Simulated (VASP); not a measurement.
A run of VASP 6.6.1 is set up as follows.

The input INCAR:

```
  ALGO = Normal
  EDIFF = 1E-7
  ENCUT = 520
  GGA = PS
  ISIF = 2
  ISMEAR = 0
  IVDW = 12
  LASPH = True
  LCHARG = True
  LELF = True
  LREAL = False
  LVHAR = True
  LWAVE = False
  NBANDS = 31
  NELM = 100
  PREC = Accurate
  SIGMA = 0.05
```

Contents of KPOINTS:

```
k-points
0
Gamma
  8 11 3
```

POSCAR

```
C
1.0
    0.0000000000      1.4191802056     -3.2829684911
   -2.4580922212      0.0000000000      0.0000000000
    3.2774562949     10.1778449805      0.4479620028
C
10
Direct
   -0.1783931147      0.7858553907      0.8893915430
    0.7095800675      0.6911776854      0.0683832640
    0.7375867720      0.4648471117      0.2736353338
   -0.2344065236      1.2385165381      0.4788874035
   -0.2063998191      1.0121859644      0.6841394733
    0.7184266369      0.2824917409      0.1368688057
   -0.2535666586      1.0561611673      0.3421208755
   -0.2255599542      0.8298305936      0.5473729452
   -0.1975532497      1.6035000199      0.7526250150
   -0.1695465453      1.3771694463      0.9578770847
```

Potentials or basis: VASP PAW PBE potentials, release 64 (C).

Run with:

```console
$ cat potpaw_PBE.64/C/POTCAR > POTCAR
$ mpirun -np 1 vasp_std > vasp.out
```

Q: Predict the pressure.

A: 28.0 GPa.

Q: What does it give for the dispersion energy per atom?

A: -0.104 eV.

Q: What does it give for the largest force?

A: 25.695 eV/Å.

Forces in eV/Å, atoms in the order of the input:
```
C    -0.247  -4.728  -2.113
C    -2.093  24.671   6.870
C     0.671  -0.424   0.439
C     0.062  -0.269  -0.043
C     0.039  -0.385   0.085
C     0.247   4.728   2.113
C    -0.039   0.385  -0.085
C    -0.062   0.269   0.043
C    -0.671   0.424  -0.439
C     2.093 -24.671  -6.870
```

Caveat: the PAW data sets were made with another functional, which shifts forces and pressure a little.
